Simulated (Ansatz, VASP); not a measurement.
## Two plane-wave programs on CdS

```xyz
2
Lattice="0.0000 2.9165 2.9165 2.9165 0.0000 2.9165 2.9165 2.9165 0.0000" Properties=species:S:1:pos:R:3 pbc="T T T"
Cd    0.3062   -0.3062   -0.3062
S     1.1520    1.7645    1.7645
```

Change from the starting cell: shortest bond scaled by 0.58, PAW files.

Alike in both runs: task electric field gradients; functional PBEsol; k mesh 7 × 7 × 7; occupations fermi-dirac, width 0.03 eV; no spin polarisation.

```csv
,VASP,Ansatz
version,VASP 6.6.1,Ansatz 0.2.0
potentials or method,"VASP PAW PBE potentials, release 64 (Cd, S)","PAW with Ansatz's default frozen-core files, scalar-relativistic"
plane-wave cutoff (eV),520,420
valence electrons in the cell,18,26
```

```tsv
	VASP	Ansatz	Ansatz less VASP
gap on the k mesh at the Fermi level (eV)	1.38	1.18	-0.202
pressure (GPa)	111.7	108.0	-3.67
traceless stress, the component that is largest in VASP (GPa)	-114.38	-111.16	+3.214
rms of the force components (eV/Å)	42.293	41.158	-1.1349
size of Vzz on the site where it differs most (V/Å²)	298.2	230.3	-67.87
```

VASP's potentials were made for PBE, not for PBEsol. Atom by atom the forces differ by 1.135 eV/Å (rms over components). Both programs put the cell under a high pressure, so it lies far from rest at this level. One of these differences is far larger than is usual between the two programs; its cause wasn't traced. With one functional, cell and mesh, what is left measures potentials, basis and numerics. VASP's potentials hold 18 valence electrons a cell and Ansatz's 26, so a difference there can come from the potentials and not from the codes.

Noted on VASP's run: the cell as given lies far from equilibrium.
